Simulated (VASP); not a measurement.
# Mo3P3H in VASP: a series of runs

The runs below take Mo3P3H through single point, relaxation of the atoms, with PBEsol.

All numbers are computed with VASP 6.6.1; they aren't measurements. Logs are shortened: lines on timing, memory, paths and dates and some standing lists are left out, and cuts for length are marked.

## Step 1: The cell of the first run

The cell holds a slab with vacuum, 7 atoms: a = 3.174 Å, b = 3.206 Å, c = 25.479 Å, α = 90.00°, β = 90.00°, γ = 90.00°.

## Step 2: Single point, PBEsol

Input file INCAR:

```
ALGO = Normal ; DIPOL = 0.5 0.5 0.484
EDIFF = 1E-6 ; ENCUT = 400
GGA = PS ; GGA_COMPAT = False
IDIPOL = 3 ; ISIF = 2
ISMEAR = 0 ; LASPH = True
LCHARG = False ; LDIPOL = True
LREAL = False ; LWAVE = False
NBANDS = 38 ; NELM = 120
NELMDL = -8 ; PREC = Accurate
SIGMA = 0.1
```

Input file KPOINTS:

```
k-points
0
Gamma
  9 9 1
```

Input file POSCAR:

```
Mo3P3H
1.0
    3.1741350969      0.0000000000      0.0000000000
    0.0000000000      3.2062346803      0.0000000000
    0.0000000000      0.0000000000     25.4789215952
Mo P H
3 3 1
Direct
    0.0000000000      0.5000000000      0.3336090960
    0.0000000000      0.0000000000      0.4425886174
    0.0000000000      0.5000000000      0.5501261364
    0.5000000000      0.0000000000      0.3699356032
    0.5000000000      0.5000000000      0.4792943049
    0.5000000000      0.0000000000      0.5907329554
    1.0000000000      0.0000000000      0.6202644239
```

Potentials or basis: VASP PAW PBE potentials, release 64 (Mo_sv, P, H).

On the command line:

```sh
$ cat potpaw_PBE.64/Mo_sv/POTCAR potpaw_PBE.64/P/POTCAR potpaw_PBE.64/H/POTCAR > POTCAR
$ mpirun -np 1 vasp_std > vasp.out
```

OUTCAR:

```text
EDIFF = 1E-6
   ENCUT = 400
   GGA = PS
   ISIF = 2
   ISMEAR = 0
   LASPH = True
   LREAL = False
   NELM = 120
   NELMDL = -8
   PREC = Accurate

 ion  position               nearest neighbor table
   1  0.000  0.500  0.334-   4 2.44   4 2.44   4 2.44   4 2.44   2 3.21   2 3.21
   2  0.000  0.000  0.443-   4 2.44   4 2.44   5 2.44   5 2.44   5 2.44   5 2.44   3 3.17   3 3.17
                             1 3.21   1 3.21
   3  0.000  0.500  0.550-   5 2.40   5 2.40   6 2.48   6 2.48   6 2.48   6 2.48   2 3.17   2 3.17

   4  0.500  0.000  0.370-   2 2.44   2 2.44   1 2.44   1 2.44   1 2.44   1 2.44
   5  0.500  0.500  0.479-   3 2.40   3 2.40   2 2.44   2 2.44   2 2.44   2 2.44
   6  0.500  0.000  0.591-   7 1.76   7 1.76   3 2.48   3 2.48   3 2.48   3 2.48
   7  0.000  0.000  0.620-   6 1.76   6 1.76

  LATTYP: Found a simple orthorhombic cell.
 ALAT       =     3.1741350969
 B/A-ratio  =     1.0101128599
 C/A-ratio  =     8.0270438458

  Lattice vectors:

 A1 = (   3.1741350969,   0.0000000000,   0.0000000000)
 A2 = (   0.0000000000,   3.2062346803,   0.0000000000)
 A3 = (   0.0000000000,   0.0000000000,  25.4789215952)

Analysis of symmetry for initial positions (statically):
=====================================================================
 Subroutine PRICEL returns:
 Original cell was already a primitive cell.

 Routine SETGRP: Setting up the symmetry group for a
 simple orthorhombic supercell.

 Subroutine GETGRP returns: Found  4 space group operations
 (whereof  4 operations were pure point group operations)
 out of a pool of  8 trial point group operations.

The static configuration has the point symmetry C_2v.

Analysis of symmetry for dynamics (positions and initial velocities):
=====================================================================
 Subroutine PRICEL returns:
 Original cell was already a primitive cell.

 Routine SETGRP: Setting up the symmetry group for a
 simple orthorhombic supercell.

 Subroutine GETGRP returns: Found  4 space group operations
 (whereof  4 operations were pure point group operations)
 out of a pool of  8 trial point group operations.

The dynamic configuration has the point symmetry C_2v.

 Subroutine INISYM returns: Found  4 space group operations
 (whereof  4 operations are pure point group operations),
 and found     1 'primitive' translations

----------------------------------------------------------------------------------------
[... 114 lines left out ...]
   NUPDOWN=      -1.0000    fix difference up-down
   EMIN   =  10.00;   EMAX   =-10.00  energy-range for DOS
   EFERMI =   0.00;   METHOD = LEGACY
   ISMEAR =     0;   SIGMA  =   0.10  broadening in eV -4-tet -1-fermi 0-gaus
   EFERMI_NEDOS =   21; number of points for ismear=-14 and -15
   IALGO  =     38    algorithm
   IMIX   =      4    mixing-type and parameters
     AMIX     =   0.40;   BMIX     =  1.00
     AMIX_MAG =   1.60;   BMIX_MAG =  1.00
  volume/ion in A,a.u.               =      37.04       249.98
  Fermi-wavevector in a.u.,A,eV,Ry     =   0.993765  1.877943 13.436683  0.987568
  Thomas-Fermi vector in A             =   2.125669
   LORBIT       =      0    0 simple, 1 ext, 2 COOP (PROOUT), +10 PAW based schemes
   GGA     = PS    functional components
   LHFCALC =     F    Hartree Fock is set to
   AEXX    =    0.0000 exact exchange contribution
   IVDW    =     0    specifies the selected vdW correction
   LEPSILON=     F    determine dielectric tensor
   LRPA    =     F    only Hartree local field effects (RPA)
 non-spin polarized calculation
 Gauss-broadening in eV      SIGMA  =   0.10
  energy-cutoff  :      400.00
  volume of cell :      259.30
 maximum number of plane-waves:      4759
 NGX is ok and might be reduce to    24
   NGX = 11   NGY = 11   NGZ = 83

 dipolmoment           0.000000      0.000000      0.001039 electrons x Angstroem

 number of electron      58.0000009 magnetization

 dipolmoment           0.000000      0.000000     -0.002192 electrons x Angstroem

 Free energy of the ion-electron system (eV)
  ---------------------------------------------------
  ext. energy  EPLUGINS =         0.00000000
  ---------------------------------------------------
  free energy    TOTEN  =       -56.19242995 eV

  energy without entropy =      -56.16600722  energy(sigma->0) =      -56.17921858

 E-fermi :   1.0107     XC(G=0):  -5.0676

 val. band max:        1.0026847661   @ k =   0.3333   0.3333   0.0000
 cond. band min:       1.0245110323   @ k =   0.1111   0.1111   0.0000
 fundamental gap:      0.0218262662
 Fermi energy:         1.0106617945

 k-point     1 :       0.0000    0.0000    0.0000
  band No.  band energies     occupation
      1     -60.0973      2.00000
      2     -59.9759      2.00000
      3     -59.6362      2.00000
      4     -34.3582      2.00000
      5     -34.2229      2.00000
      6     -34.1471      2.00000
[... 973 lines left out ...]
     37       4.7594      0.00000
     38       5.3719      0.00000

 [... further k-points ...]

------------------------ aborting loop because EDIFF is reached ----------------------------------------

 vacuum level on the upper side and lower side of the slab       (xc-potential included)        -0.159        -0.090

  FORCE on cell =-STRESS in cart. coord.  units (eV):
  Direction    XX          YY          ZZ          XY          YZ          ZX
  --------------------------------------------------------------------------------------
  -------------------------------------------------------------------------------------
  Total       -3.6629949     -3.4068623     -2.0255936      0.0000000      0.0000000      0.0000000
  in kB      -22.6331574    -21.0505477    -12.5158730      0.0000000      0.0000000      0.0000000
  external PRESSURE =     -18.7331927 kB  Pullay stress =       0.0000000 kB

 VOLUME and BASIS-vectors are now :
 -----------------------------------------------------------------------------
  energy-cutoff  :      400.00
  volume of cell :      259.30
      direct lattice vectors                 reciprocal lattice vectors
     3.174135097  0.000000000  0.000000000     0.315046452  0.000000000  0.000000000
     0.000000000  3.206234680  0.000000000     0.000000000  0.311892328  0.000000000
     0.000000000  0.000000000 25.478921595     0.000000000  0.000000000  0.039248129

 POSITION                                       TOTAL-FORCE (eV/Angst)
 -----------------------------------------------------------------------------------
      0.00000      1.60312      8.50000         0.000000      0.000000      2.000268
      0.00000      0.00000     11.27668         0.000000      0.000000     -0.259718
      0.00000      1.60312     14.01662         0.000000      0.000000     -0.292724
      1.58707      0.00000      9.42556         0.000000      0.000000     -1.706756
      1.58707      1.60312     12.21190         0.000000      0.000000     -0.187197
      1.58707      0.00000     15.05124         0.000000      0.000000      0.450219
      0.00000      0.00000     15.80367         0.000000      0.000000     -0.004091
 -----------------------------------------------------------------------------------
    total drift:                               -0.000000      0.000000      0.000519

  FREE ENERGIE OF THE ION-ELECTRON SYSTEM (eV)
  ---------------------------------------------------
  free  energy   TOTEN  =       -56.1924299476 eV

  energy  without entropy=      -56.1660072176  energy(sigma->0) =      -56.17921858

 vacuum level on the upper side and lower side of the slab         5.369         5.430
```

stdout:

```text
POSCAR found type information on POSCAR MoP H
 POSCAR found :  3 types and       7 ions
 scaLAPACK will be used
 -----------------------------------------------------------------------------
|                                                                             |
|                                                                             |
|     You enforced a specific xc type in the INCAR file but a different       |
|     I HOPE YOU KNOW WHAT YOU ARE DOING!                                     |
|                                                                             |
 -----------------------------------------------------------------------------

 LDA part: xc-table for (Slater+PW92), standard interpolation
 POSCAR, INCAR and KPOINTS ok, starting setup
 FFT: planning ... GRIDC
 FFT: planning ... GRID_SOFT
 FFT: planning ... GRID
 WAVECAR not read
 entering main loop
```

Run time: 3.2 min. Hardware: 1 thread of Intel Xeon 6975P-C (Granite Rapids), shared host; peak memory 0.37 GiB.

Results:

* Free energy: -56.1924 eV
* Largest force: 2.000 eV/Å
* Band gap on the k mesh: zero (bands 29 and 30 overlap by 1.00 eV)

Forces on the atoms (eV/Å):
```
Mo   0.000  0.000  2.000
Mo   0.000  0.000 -0.260
Mo   0.000  0.000 -0.293
P    0.000  0.000 -1.707
P    0.000  0.000 -0.187
P    0.000  0.000  0.450
H    0.000  0.000 -0.004
```

Caveat: the PAW data sets were made with another functional, which shifts forces and pressure a little.

## Step 3: Single point, PBEsol

Input file INCAR:

```
SYSTEM = Mo3P3H
PREC     = Accurate       ! precision mode
ENCUT    = 400            ! plane-wave cutoff, eV
EDIFF    = 1E-6           ! SCF threshold, eV
ISMEAR   = 0              ! smearing method
SIGMA    = 0.1            ! smearing width, eV
LREAL    = .FALSE.        ! projectors in reciprocal space
LASPH    = .TRUE.         ! aspherical terms in the spheres
NELM     = 120            ! most SCF steps
ALGO     = Normal         ! electronic algorithm
ISIF     = 2              ! what is computed and relaxed
LWAVE    = .FALSE.        ! write WAVECAR
LCHARG   = .FALSE.        ! write CHGCAR
LDIPOL   = .TRUE.       
IDIPOL   = 3            
DIPOL    = 0.5 0.5 0.484
GGA      = PS             ! functional
NBANDS   = 38             ! bands
GGA_COMPAT= .FALSE.      
NELMDL   = -8
```

Input file KPOINTS:

```
Automatic mesh
0
G
  9 9 1
  0 0 0
```

Changes to POSCAR since step 2:

```diff
@@ -14,2 +14,2 @@
     0.5000000000      0.0000000000      0.5907329554
-    1.0000000000      0.0000000000      0.6202644239
+    1.0000000000      0.5000000000      0.6191020242
```

Potentials or basis: VASP PAW PBE potentials, release 64 (Mo_sv, P, H).

On the command line:

```sh
$ cat potpaw_PBE.64/Mo_sv/POTCAR potpaw_PBE.64/P/POTCAR potpaw_PBE.64/H/POTCAR > POTCAR
$ mpirun -np 1 vasp_std > vasp.out
```

OUTCAR:

```text
SYSTEM = Mo3P3H
   PREC = Accurate
   ENCUT = 400
   EDIFF = 1E-6
   ISMEAR = 0
   LREAL = .FALSE.
   LASPH = .TRUE.
   NELM = 120
   ISIF = 2
   GGA = PS
   NELMDL = -8

 ion  position               nearest neighbor table
   1  0.000  0.500  0.334-   4 2.44   4 2.44   4 2.44   4 2.44   2 3.21   2 3.21
   2  0.000  0.000  0.443-   4 2.44   4 2.44   5 2.44   5 2.44   5 2.44   5 2.44   3 3.17   3 3.17
                             1 3.21   1 3.21
   3  0.000  0.500  0.550-   7 1.76   5 2.40   5 2.40   6 2.48   6 2.48   6 2.48   6 2.48   2 3.17
                             2 3.17
   4  0.500  0.000  0.370-   2 2.44   2 2.44   1 2.44   1 2.44   1 2.44   1 2.44
   5  0.500  0.500  0.479-   3 2.40   3 2.40   2 2.44   2 2.44   2 2.44   2 2.44
   6  0.500  0.000  0.591-   3 2.48   3 2.48   3 2.48   3 2.48
   7  0.000  0.500  0.619-   3 1.76

  LATTYP: Found a simple orthorhombic cell.
 ALAT       =     3.1741350969
 B/A-ratio  =     1.0101128599
 C/A-ratio  =     8.0270438458

  Lattice vectors:

 A1 = (   3.1741350969,   0.0000000000,   0.0000000000)
 A2 = (   0.0000000000,   3.2062346803,   0.0000000000)
 A3 = (   0.0000000000,   0.0000000000,  25.4789215952)
[... 199 lines left out ...]
      2     -60.1500      2.00000
      3     -59.9354      2.00000
      4     -34.6173      2.00000
      5     -34.4961      2.00000
      6     -34.4264      2.00000
[... 973 lines left out ...]
     37       4.7365      0.00000
     38       5.0242      0.00000

 [... further k-points ...]

------------------------ aborting loop because EDIFF is reached ----------------------------------------

 vacuum level on the upper side and lower side of the slab       (xc-potential included)         0.146        -0.473

  FORCE on cell =-STRESS in cart. coord.  units (eV):
  Direction    XX          YY          ZZ          XY          YZ          ZX
  --------------------------------------------------------------------------------------
  -------------------------------------------------------------------------------------
  Total       -2.6681473     -4.5324324     -1.4336320      0.0000000      0.0000000      0.0000000
  in kB      -16.4861267    -28.0052954     -8.8582210      0.0000000      0.0000000      0.0000000
  external PRESSURE =     -17.7832144 kB  Pullay stress =       0.0000000 kB

 VOLUME and BASIS-vectors are now :
 -----------------------------------------------------------------------------
  energy-cutoff  :      400.00
  volume of cell :      259.30
      direct lattice vectors                 reciprocal lattice vectors
     3.174135097  0.000000000  0.000000000     0.315046452  0.000000000  0.000000000
     0.000000000  3.206234680  0.000000000     0.000000000  0.311892328  0.000000000
     0.000000000  0.000000000 25.478921595     0.000000000  0.000000000  0.039248129

 POSITION                                       TOTAL-FORCE (eV/Angst)
 -----------------------------------------------------------------------------------
      0.00000      1.60312      8.50000         0.000000      0.000000      1.974716
      0.00000      0.00000     11.27668         0.000000      0.000000     -0.401972
      0.00000      1.60312     14.01662         0.000000      0.000000     -0.039173
      1.58707      0.00000      9.42556         0.000000      0.000000     -1.728793
      1.58707      1.60312     12.21190         0.000000      0.000000     -0.193799
      1.58707      0.00000     15.05124         0.000000      0.000000      0.383107
      0.00000      1.60312     15.77405         0.000000      0.000000      0.005914
 -----------------------------------------------------------------------------------
    total drift:                               -0.000000      0.000000      0.000543

  FREE ENERGIE OF THE ION-ELECTRON SYSTEM (eV)
  ---------------------------------------------------
  free  energy   TOTEN  =       -57.0217536604 eV

  energy  without entropy=      -56.9951813792  energy(sigma->0) =      -57.00846752

 vacuum level on the upper side and lower side of the slab         5.722         5.072
```

OSZICAR:

```text
N       E                     dE             d eps       ncg     rms          rms(c)
DAV:   1     0.369100301604E+03    0.36910E+03   -0.30355E+04  2604   0.107E+03
DAV:   2    -0.419246910872E+02   -0.41102E+03   -0.40240E+03  2326   0.306E+02
DAV:   3    -0.605213412741E+02   -0.18597E+02   -0.18022E+02  2358   0.565E+01
[... 30 lines left out ...]
DAV:  34    -0.570217464759E+02   -0.63374E-05   -0.47980E-07  1494   0.244E-03    0.458E-03
DAV:  35    -0.570217497009E+02   -0.32250E-05   -0.30881E-07  1412   0.208E-03    0.149E-03
DAV:  36    -0.570217520017E+02   -0.23008E-05   -0.18582E-07  1448   0.118E-03    0.128E-03
DAV:  37    -0.570217533699E+02   -0.13681E-05   -0.76345E-08  1354   0.755E-04    0.719E-04
DAV:  38    -0.570217536604E+02   -0.29050E-06   -0.14721E-08  1196   0.354E-04
   1 F= -.57021754E+02 E0= -.57008468E+02  d E =-.265723E-01
```

stdout:

```text
POSCAR found type information on POSCAR MoP H
 POSCAR found :  3 types and       7 ions
 scaLAPACK will be used
 -----------------------------------------------------------------------------
|                                                                             |
|                                                                             |
|     You enforced a specific xc type in the INCAR file but a different       |
|     I HOPE YOU KNOW WHAT YOU ARE DOING!                                     |
|                                                                             |
 -----------------------------------------------------------------------------

 LDA part: xc-table for (Slater+PW92), standard interpolation
 POSCAR, INCAR and KPOINTS ok, starting setup
 FFT: planning ... GRIDC
 FFT: planning ... GRID_SOFT
 FFT: planning ... GRID
 WAVECAR not read
 entering main loop
```

It took 3.6 min on 1 thread of Intel Xeon 6975P-C (Granite Rapids), shared host; peak memory 0.37 GiB.

Results:

- Free energy: -57.0218 eV
- Largest force: 1.975 eV/Å
- Band gap on the k mesh: zero (bands 29 and 30 overlap by 0.93 eV)

Forces on the atoms (eV/Å):
```
Mo   0.000  0.000  1.975
Mo   0.000  0.000 -0.402
Mo   0.000  0.000 -0.039
P    0.000  0.000 -1.729
P    0.000  0.000 -0.194
P    0.000  0.000  0.383
H    0.000  0.000  0.006
```

Caveat: the PAW data sets were made with another functional, which shifts forces and pressure a little.

(Continued in part 2 of 2.)

The gap in the log of VASP goes by the Fermi energy; the results here count the filled bands.